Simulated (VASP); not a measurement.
Os, 2 atoms in the cell. It takes space group P6_3/mmc (No. 194, hexagonal). Conventional cell: a = 2.765 Å, b = 2.765 Å, c = 4.357 Å, α = 90.00°, β = 90.00°, γ = 120.00°. Within 3.6 Å of Os (site symmetry -6m2) lie 12 Os at 2.70 to 2.77 Å. 

| Quantity | Value |
| --- | --- |
| Program | VASP 6.6.1 |
| Task | single point |
| Functional | RPBE |
| Potentials or basis | VASP PAW PBE potentials, release 64 (Os) |
| Cutoff | 520 eV |
| k mesh | 21 × 21 × 12 |
| Occupations | fermi-dirac, width 0.1 eV |
| Spin | no spin polarisation |
| Dipole correction | no |
| Further INCAR settings | ALGO = Normal; EDIFF = 1e-07; NBANDS = 15 |

Potentials or basis: VASP PAW PBE potentials, release 64 (Os).

Command:

```console
$ cat potpaw_PBE.64/Os/POTCAR > POTCAR
$ mpirun -np 1 vasp_std > vasp.out
```

Hardware: 1 thread of Intel(R) Xeon(R) 6975P-C (Granite Rapids) (shared host).

Task: Estimate the wall time of this run.

Result: Wall time 60 s on 1 thread of Intel(R) Xeon(R) 6975P-C (Granite Rapids) (shared host), peak memory 0.25 GiB. Counts: scf iterations 14, k points 336.
